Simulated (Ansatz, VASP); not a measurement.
## Ga: VASP beside Ansatz

The input INCAR:

```
PREC = Accurate
ENCUT = 520
EDIFF = 1E-6
ISMEAR = -1
SIGMA = 0.05
LREAL = False
LASPH = True
NELM = 80
ALGO = Normal
ISIF = 2
LWAVE = False
LCHARG = False
GGA = PE
NBANDS = 12
```

Contents of KPOINTS:

```
regular mesh
0
Gamma
  17 17 15
```

File POSCAR:

```
Ga
1.0
    2.7088094450      0.0000000000      0.0000000000
   -1.3544047225      2.3458977934      0.0000000000
    0.0000000000      0.0000000000      2.5920438872
Ga
1
Direct
    0.0000000000      0.0000000000      0.0000000000
```

Input for Ansatz:

```yaml
crystal:
  lattice:
    - [2.708809445, 0.0, 0.0]
    - [-1.3544047225, 2.3458977934, 0.0]
    - [0.0, 0.0, 2.5920438872]
  atoms:
    - { symbol: Ga, position: [0.0, 0.0, 0.0] }
kpoints:
  mp_grid: { grid: [17, 17, 15] }
scf:
  occupations: { method: fermi_dirac, width: 0.05 }
hamiltonian:
  xc: pbe
  pseudopotentials: { kind: all_electron, lapw: { basis_error: 0.001 } }
output:
  forces: true
  stress: true
  eigenvalues: true
  populations: true
```

Change from the starting cell: volume scaled by 0.85, LAPW.

Alike in both runs: task single point; functional PBE; k mesh 17 × 17 × 15; occupations fermi-dirac, width 0.05 eV; no spin polarisation.

```csv
,VASP,Ansatz
version,VASP 6.6.1,Ansatz 0.2.0
potentials or method,"VASP PAW PBE potentials, release 64 (Ga_d), cutoff 520 eV","all-electron LAPW, scalar-relativistic"
```

```tsv
	VASP	Ansatz	Ansatz less VASP
pressure (GPa)	12.0	11.9	-0.11
```

Ansatz ran all-electron here, and VASP with PAW potentials.
